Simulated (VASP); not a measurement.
Runs of VASP 6.6.1 on ZnS3. The structure is that of space group P6/mmm (No. 191), or close to it. The cells are those of the table. 

| task | cell | k mesh | cutoff (eV) | gap on the mesh (eV) | pressure (GPa) | relaxed volume (Å³/atom) |
| --- | --- | --- | --- | --- | --- | --- |
| relaxation of cell and atoms | relaxed from a = 4.865, b = 4.865, c = 3.886 Å, angles 90.0, 90.0, 120.0°, 4 atoms | 12 × 12 × 12 | 600 | none | 0.0 | 19.36 |
| single point | a = 3.940, b = 3.940, c = 7.758 Å, angles 90.0, 90.0, 120.0°, 4 atoms | 6 × 6 × 2 | 520 | none | 27.9 | - |
| single point | a = 4.887, b = 4.887, c = 3.746 Å, angles 90.0, 90.0, 120.0°, 4 atoms | 12 × 12 × 12 | 520 | none | -0.1 | - |
| relaxation of cell and atoms | relaxed from a = 4.788, b = 4.788, c = 4.420 Å, angles 90.0, 90.0, 120.0°, 4 atoms | 6 × 6 × 4 | 600 | none | 0.0 | 19.90 |
| single point | a = 4.788, b = 4.788, c = 4.420 Å, angles 90.0, 90.0, 120.0°, 4 atoms | 6 × 6 × 2 | 520 | none | 0.0 | - |
| relaxation of cell and atoms | relaxed from a = 3.940, b = 3.940, c = 7.758 Å, angles 90.0, 90.0, 120.0°, 4 atoms | 6 × 6 × 2 | 600 | none | 0.1 | (b) |
| single point | a = 4.865, b = 4.865, c = 3.886 Å, angles 90.0, 90.0, 120.0°, 4 atoms | 6 × 6 × 4 | 520 | none | (a) | - |

Alike in all rows: level PBE; potentials or basis VASP PAW PBE potentials, release 64 (Zn, S); no spin polarisation; smearing gaussian 0.1 eV.

Estimate the missing entries.

(a) -0.3; (b) 21.86.

Caveats: some runs use coarse meshes; the volume moved by over 15 % at a fixed basis, so the end points are rough (some runs).

A gap of «none» marks levels without a gap at the run's occupations.
